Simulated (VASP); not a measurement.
# CsZn3 (I4/mmm) in VASP: single point with PBE

Aim: the single point of CsZn3 with PBE.

Program: VASP 6.6.1. These are calculated values, not measurements. Logs are shortened: lines on timing, memory, paths and dates and some standing lists are left out, and cuts for length are marked.

### Step 1. The cell of the first run

The structure is tetragonal, space group I4/mmm (No. 139). Conventional cell: a = 5.153 Å, b = 5.153 Å, c = 9.681 Å, α = 90.00°, β = 90.00°, γ = 90.00°. Within 4.6 Å of Cs (site symmetry 4/mmm) lie 12 Zn at 3.53 to 3.64 Å. Zn (site symmetry 4/mmm) has 8 Zn at 3.53 Å and 4 Cs at 3.64 Å within 4.6 Å. Within 4.6 Å of Zn (site symmetry -4m2) lie 4 Cs at 3.53 Å and 8 Zn at 3.53 to 3.64 Å.

### Step 2. Single point, PBE

Contents of INCAR:

```
SYSTEM = CsZn3
ALGO = Normal
EDIFF = 1E-6
ENCUT = 500
GGA = PE
GGA_COMPAT = .FALSE.
ISIF = 2
ISMEAR = 0
LASPH = .TRUE.
LCHARG = .FALSE.
LREAL = .FALSE.
LWAVE = .FALSE.
NBANDS = 30
NELM = 120
PREC = Accurate
SIGMA = 0.1
```

Contents of KPOINTS:

```
k-points
0
G
  12 12 12
  0 0 0
```

Contents of POSCAR:

```
CsZn3
1.0
   -2.5763827375      2.5763827375      4.8407177749
    2.5763827375     -2.5763827375      4.8407177749
    2.5763827375      2.5763827375     -4.8407177749
Cs Zn
1 3
Direct
    0.0000000000      0.0000000000      0.0000000000
    0.5000000000      0.5000000000      0.0000000000
    0.2500000000      0.7500000000      0.5000000000
    0.7500000000      0.2500000000      0.5000000000
```

Potentials or basis: VASP PAW PBE potentials, release 64 (Cs_sv, Zn).

Started as:

```console
cat potpaw_PBE.64/Cs_sv/POTCAR potpaw_PBE.64/Zn/POTCAR > POTCAR
mpirun -np 1 vasp_std > vasp.out
```

OUTCAR:

```text
SYSTEM = CsZn3
   EDIFF = 1E-6
   ENCUT = 500
   GGA = PE
   ISIF = 2
   ISMEAR = 0
   LASPH = .TRUE.
   LREAL = .FALSE.
   NELM = 120
   PREC = Accurate

 ion  position               nearest neighbor table
   1  0.000  0.000  0.000-
   2  0.500  0.500  0.000-
   3  0.250  0.750  0.500-
   4  0.750  0.250  0.500-

  LATTYP: Found a body centered tetragonal cell.
 ALAT       =     5.1527654750
 C/A-ratio  =     1.8788814660

  Lattice vectors:

 A1 = (  -2.5763827375,   2.5763827375,   4.8407177749)
 A2 = (   2.5763827375,  -2.5763827375,   4.8407177749)
 A3 = (   2.5763827375,   2.5763827375,  -4.8407177749)

Analysis of symmetry for initial positions (statically):
=====================================================================
 Subroutine PRICEL returns:
 Original cell was already a primitive cell.

 Routine SETGRP: Setting up the symmetry group for a
 body centered tetragonal supercell.

 Subroutine GETGRP returns: Found 16 space group operations
 (whereof 16 operations were pure point group operations)
 out of a pool of 16 trial point group operations.

The static configuration has the point symmetry D_4h.

Analysis of symmetry for dynamics (positions and initial velocities):
=====================================================================
 Subroutine PRICEL returns:
 Original cell was already a primitive cell.

 Routine SETGRP: Setting up the symmetry group for a
 body centered tetragonal supercell.

 Subroutine GETGRP returns: Found 16 space group operations
 (whereof 16 operations were pure point group operations)
 out of a pool of 16 trial point group operations.

The dynamic configuration has the point symmetry D_4h.

 Subroutine INISYM returns: Found 16 space group operations
 (whereof 16 operations are pure point group operations),
 and found     1 'primitive' translations

----------------------------------------------------------------------------------------

                                     Primitive cell

  volume of cell :     128.5259

  direct lattice vectors                    reciprocal lattice vectors
    -2.576382737  2.576382737  4.840717775     0.000000000  0.194070544  0.103290467
     2.576382737 -2.576382737  4.840717775     0.194070544  0.000000000  0.103290467
     2.576382737  2.576382737 -4.840717775     0.194070544  0.194070544  0.000000000

  length of vectors
     6.058716415  6.058716415  6.058716415     0.219846075  0.219846075  0.274457196

  position of ions in fractional coordinates (direct lattice)
     0.000000000  0.000000000  0.000000000
     0.500000000  0.500000000  0.000000000
     0.250000000  0.750000000  0.500000000
     0.750000000  0.250000000  0.500000000

  ion indices of the primitive-cell ions
   primitive index   ion index
                 1           1
                 2           2
                 3           3
                 4           4

----------------------------------------------------------------------------------------

 KPOINTS: k-points

Automatic generation of k-mesh.
 Grid dimensions read from file:
 generate k-points for:   12   12   12

 Generating k-lattice:

  Cartesian coordinates                     Fractional coordinates (reciprocal lattice)
     0.000000000  0.016172545  0.008607539     0.083333333 -0.000000000  0.000000000
     0.016172545  0.000000000  0.008607539    -0.000000000  0.083333333  0.000000000
     0.016172545  0.016172545  0.000000000     0.000000000  0.000000000  0.083333333

  Length of vectors
     0.018320506  0.018320506  0.022871433

  Shift w.r.t. Gamma in fractional coordinates (k-lattice)
     0.000000000  0.000000000  0.000000000

 Subroutine IBZKPT returns following result:
 ===========================================

 Found    163 irreducible k-points:

 Following reciprocal coordinates:
            Coordinates               Weight
  0.000000  0.000000  0.000000      1.000000
  0.083333  0.000000 -0.000000      8.000000
  0.166667  0.000000 -0.000000      8.000000
  0.250000  0.000000 -0.000000      8.000000
  0.333333  0.000000 -0.000000      8.000000
  0.416667  0.000000 -0.000000      8.000000
[... 16 lines left out ...]
  0.500000  0.166667 -0.000000     16.000000
 -0.416667  0.166667  0.000000     16.000000
 [... further k-points ...]
   k-points           NKPTS =    163   k-points in BZ     NKDIM =    163   number of bands    NBANDS=     30
   number of dos      NEDOS =    301   number of ions     NIONS =      4
   total plane-waves  NPLWV = 110592
   dimension x,y,z NGX =    48 NGY =   48 NGZ =   48
   dimension x,y,z NGXF=    96 NGYF=   96 NGZF=   96
   ions per type =               1   3
   NGX,Y,Z   is equivalent  to a cutoff of  13.17, 13.17, 13.17 a.u.
   NGXF,Y,Z  is equivalent  to a cutoff of  26.34, 26.34, 26.34 a.u.
 SYSTEM =  CsZn3
   PREC   = accura    normal or accurate (medium, high low for compatibility)
   ISTART =      0    job   : 0-new  1-cont  2-samecut
   ICHARG =      2    charge: 1-file 2-atom 10-const
   ISPIN  =      1    spin polarized calculation?
   LNONCOLLINEAR =      F non collinear calculations
   LSORBIT =      F    spin-orbit coupling
   LASPH  =      T    aspherical Exc in radial PAW
   ENCUT  =  500.0 eV  36.75 Ry    6.06 a.u.  11.05 11.05 11.05*2*pi/ulx,y,z
   NELM   =    120;   NELMIN=  2; NELMDL= -5     # of ELM steps
   EDIFF  = 0.1E-05   stopping-criterion for ELM
   LREAL  =      F    real-space projection
   EDIFFG = 0.1E-04   stopping-criterion for IOM
   NSW    =      0    number of steps for IOM
   IBRION =     -1    ionic relax: 0-MD 1-quasi-New 2-CG
   NFREE  =      0    steps in history (QN), initial steepest desc. (CG)
   ISIF   =      2    stress and relaxation
   ISYM   =      2    0-nonsym 1-usesym 2-fastsym
   POTIM  = 0.5000    time-step for ionic-motion
   TEBEG  =    0.0;   TEEND  =   0.0 temperature during run
   PSTRESS=    0.0 pullay stress
   NELECT =      45.0000    total number of electrons
   NUPDOWN=      -1.0000    fix difference up-down
   EMIN   =  10.00;   EMAX   =-10.00  energy-range for DOS
   EFERMI =   0.00;   METHOD = LEGACY
   ISMEAR =     0;   SIGMA  =   0.10  broadening in eV -4-tet -1-fermi 0-gaus
   EFERMI_NEDOS =   21; number of points for ismear=-14 and -15
   IALGO  =     38    algorithm
   IMIX   =      4    mixing-type and parameters
     AMIX     =   0.40;   BMIX     =  1.00
     AMIX_MAG =   1.60;   BMIX_MAG =  1.00
  volume/ion in A,a.u.               =      32.13       216.83
  Fermi-wavevector in a.u.,A,eV,Ry     =   1.153849  2.180458 18.114342  1.331367
  Thomas-Fermi vector in A             =   2.290490
   LORBIT       =      0    0 simple, 1 ext, 2 COOP (PROOUT), +10 PAW based schemes
   GGA     = PE    functional components
   LHFCALC =     F    Hartree Fock is set to
   AEXX    =    0.0000 exact exchange contribution
   IVDW    =     0    specifies the selected vdW correction
   LEPSILON=     F    determine dielectric tensor
   LRPA    =     F    only Hartree local field effects (RPA)
 non-spin polarized calculation
 Gauss-broadening in eV      SIGMA  =   0.10
  energy-cutoff  :      500.00
  volume of cell :      128.53
 maximum number of plane-waves:      3287
 NGX is ok and might be reduce to    48
   NGX = 23   NGY = 23   NGZ = 23

 number of electron      45.0000012 magnetization

 Free energy of the ion-electron system (eV)
  ---------------------------------------------------
  ext. energy  EPLUGINS =         0.00000000
  ---------------------------------------------------
  free energy    TOTEN  =        -2.61477339 eV

  energy without entropy =       -2.60392597  energy(sigma->0) =       -2.60934968

 E-fermi :   1.2855     XC(G=0):  -8.5686

 val. band max:        1.2851016198   @ k =   0.5000   0.2500  -0.0000
 cond. band min:       1.2863496344   @ k =  -0.3333  -0.3333   0.1667
 fundamental gap:      0.0012480145
 Fermi energy:         1.2854707092

 k-point     1 :       0.0000    0.0000    0.0000
  band No.  band energies     occupation
      1     -21.1384      2.00000
      2      -8.1276      2.00000
      3      -8.0704      2.00000
      4      -8.0704      2.00000
      5      -5.8977      2.00000
      6      -5.8888      2.00000
[... 22 lines left out ...]
     29       5.5426      0.00000
     30       5.6616      0.00000

 k-point     2 :       0.0833    0.0000   -0.0000
  band No.  band energies     occupation
      1     -21.1377      2.00000
      2      -8.1330      2.00000
      3      -8.0919      2.00000
      4      -8.0705      2.00000
      5      -5.8931      2.00000
      6      -5.8850      2.00000
[... 22 lines left out ...]
     29       5.8500      0.00000
     30       5.9592      0.00000

 k-point     3 :       0.1667    0.0000   -0.0000
  band No.  band energies     occupation
      1     -21.1361      2.00000
      2      -8.1673      2.00000
      3      -8.1278      2.00000
      4      -8.0707      2.00000
      5      -5.8803      2.00000
      6      -5.8751      2.00000
[... 22 lines left out ...]
     29       5.9133      0.00000
     30       6.4536      0.00000

 k-point     4 :       0.2500    0.0000   -0.0000
  band No.  band energies     occupation
      1     -21.1338      2.00000
      2      -8.2410      2.00000
      3      -8.1437      2.00000
      4      -8.0711      2.00000
      5      -5.8651      2.00000
      6      -5.8625      2.00000
[... 22 lines left out ...]
     29       5.6966      0.00000
     30       6.3310      0.00000

 k-point     5 :       0.3333    0.0000   -0.0000
  band No.  band energies     occupation
      1     -21.1315      2.00000
      2      -8.3124      2.00000
      3      -8.1556      2.00000
      4      -8.0714      2.00000
      5      -5.8616      2.00000
      6      -5.8480      2.00000
[... 22 lines left out ...]
     29       5.6182      0.00000
     30       6.1035      0.00000
[... 526 lines left out ...]
     29       5.6579      0.00000
     30       6.5062      0.00000

 k-point    22 :       0.4167    0.1667    0.0000
  band No.  band energies     occupation
      1     -21.1280      2.00000
      2      -8.3388      2.00000
      3      -8.1697      2.00000
      4      -8.1245      2.00000
      5      -5.8528      2.00000
      6      -5.8472      2.00000
[... 22 lines left out ...]
     29       5.5985      0.00000
     30       6.3650      0.00000

 k-point    23 :       0.5000    0.1667   -0.0000
  band No.  band energies     occupation
      1     -21.1277      2.00000
      2      -8.3520      2.00000
      3      -8.1636      2.00000
      4      -8.1231      2.00000
      5      -5.8506      2.00000
      6      -5.8445      2.00000
[... 22 lines left out ...]
     29       5.4683      0.00000
     30       6.0608      0.00000

 k-point    24 :      -0.4167    0.1667    0.0000
  band No.  band energies     occupation
      1     -21.1284      2.00000
      2      -8.3358      2.00000
      3      -8.1539      2.00000
      4      -8.1217      2.00000
      5      -5.8560      2.00000
      6      -5.8431      2.00000
[... 22 lines left out ...]
     29       5.6557      0.00000
     30       6.0110      0.00000

 [... further k-points ...]
[... 5 lines left out ...]
  --------------------------------------------------------------------------------------
  -------------------------------------------------------------------------------------
  Total        0.0034591      0.0034591      0.0080911      0.0000000     -0.0000000      0.0000000
  in kB        0.0431210      0.0431210      0.1008622      0.0000000     -0.0000000      0.0000000
  external PRESSURE =       0.0623681 kB  Pullay stress =       0.0000000 kB

 VOLUME and BASIS-vectors are now :
 -----------------------------------------------------------------------------
  energy-cutoff  :      500.00
  volume of cell :      128.53
      direct lattice vectors                 reciprocal lattice vectors
    -2.576382737  2.576382737  4.840717775     0.000000000  0.194070544  0.103290467
     2.576382737 -2.576382737  4.840717775     0.194070544  0.000000000  0.103290467
     2.576382737  2.576382737 -4.840717775     0.194070544  0.194070544  0.000000000

 POSITION                                       TOTAL-FORCE (eV/Angst)
 -----------------------------------------------------------------------------------
      0.00000      0.00000      0.00000        -0.000000     -0.000000      0.000000
      0.00000      0.00000      4.84072        -0.000000     -0.000000      0.000000
      2.57638     -0.00000      2.42036         0.000000     -0.000000      0.000000
     -0.00000      2.57638      2.42036        -0.000000      0.000000     -0.000000
 -----------------------------------------------------------------------------------
    total drift:                                0.000000     -0.000000      0.000000

  FREE ENERGIE OF THE ION-ELECTRON SYSTEM (eV)
  ---------------------------------------------------
  free  energy   TOTEN  =        -2.6147733920 eV

  energy  without entropy=       -2.6039259686  energy(sigma->0) =       -2.60934968
```

Run time: 8 min. Hardware: 1 thread of AMD EPYC 9R45 (Zen 5), shared host; peak memory 0.64 GiB.

What came out:

```
Free energy            : -2.6148 eV
Pressure               : 0.0 GPa
Band gap on the k mesh : zero (an odd number of electrons rules out a gap without spin polarisation)
```

Caveat: spin-orbit coupling is left out, which moves the levels of the heavy elements.
